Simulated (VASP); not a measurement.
A run of VASP 6.6.1 is set up as follows.

Contents of INCAR:

```
ALGO = Normal ; EDIFF = 1E-6
ENCUT = 520 ; GGA = PE
GGA_COMPAT = False ; ISIF = 2
ISMEAR = 0 ; IVDW = 12
LASPH = True ; LCHARG = False
LREAL = Auto ; LWAVE = False
NBANDS = 83 ; NELM = 120
PREC = Accurate ; SIGMA = 0.1
```

The input KPOINTS:

```
k-points
0
Gamma
  4 4 4
```

File POSCAR:

```
SiC30
1.0
    0.0000000000      0.0000000000      7.1348525476
   -4.9294762873      4.2690516923      3.5674262738
   -4.9294762874     -4.2690516922      3.5674262738
Si C
1 30
Direct
    0.3750000998      0.6223027603      0.6276971668
    0.8750000615      0.5397329005      0.7102670267
    0.2423560902      0.9151211012      0.6001668451
    0.7502129717      0.9123993968      0.5871747099
    0.1254939508      0.2877343982      0.4612776236
    0.6324040158      0.2798874587      0.4553046365
   -0.0002130136      0.6628253187      0.3376006318
    0.5076440080      0.6498331834      0.3348789274
    0.3749999689      0.0380461381      0.2119538473
    0.8750000707      0.0390101696      0.2109898159
    0.2493166379      0.4203715946      0.0809950529
    0.7531182591      0.4126121704      0.0811514382
    0.1175961839      0.7946952906      0.9701124685
    0.6245061088      0.7887223036      0.9622655290
    0.9968817716      0.1688485835      0.8373879233
    0.5006833294      0.1690049688      0.8296284991
    0.5076445152      0.3294960773      0.6552150192
   -0.0002139265      0.3322179134      0.6682098628
    0.8750000615      0.7048728544      0.5451270727
    0.2493108563      0.0756257531      0.4257524575
    0.7531162305      0.0757845929      0.4179830729
    0.1254980080      0.4558947371      0.2931091702
    0.6324071601      0.4499254739      0.2852603326
    0.5006891110      0.8242476363      0.1743742686
   -0.0031162632      0.8320170209      0.1742154288
    0.3749999689      0.2065997308      0.0434002546
    0.8750000707      0.2056314830      0.0443685024
    0.2423555831      0.5947850094      0.9205039513
    0.7502138846      0.5817901658      0.9177821152
    0.1175929381      0.9647396959      0.8000745547
    0.6245019501      0.9568908584      0.7941052915
```

Potentials or basis: VASP PAW PBE potentials, release 64 (Si, C).

Run with:

```bash
$ cat potpaw_PBE.64/Si/POTCAR potpaw_PBE.64/C/POTCAR > POTCAR
$ mpirun -np 1 vasp_std > vasp.out
```

(1) Estimate the pressure.

(2) Predict the dispersion energy per atom.

(3) Estimate the largest force.

(4) Estimate the band gap on the k mesh.

Results:

(1) 3.3 GPa.

(2) -0.149 eV.

(3) 0.051 eV/Å.

(4) zero (bands 62 and 63 overlap by 0.14 eV).
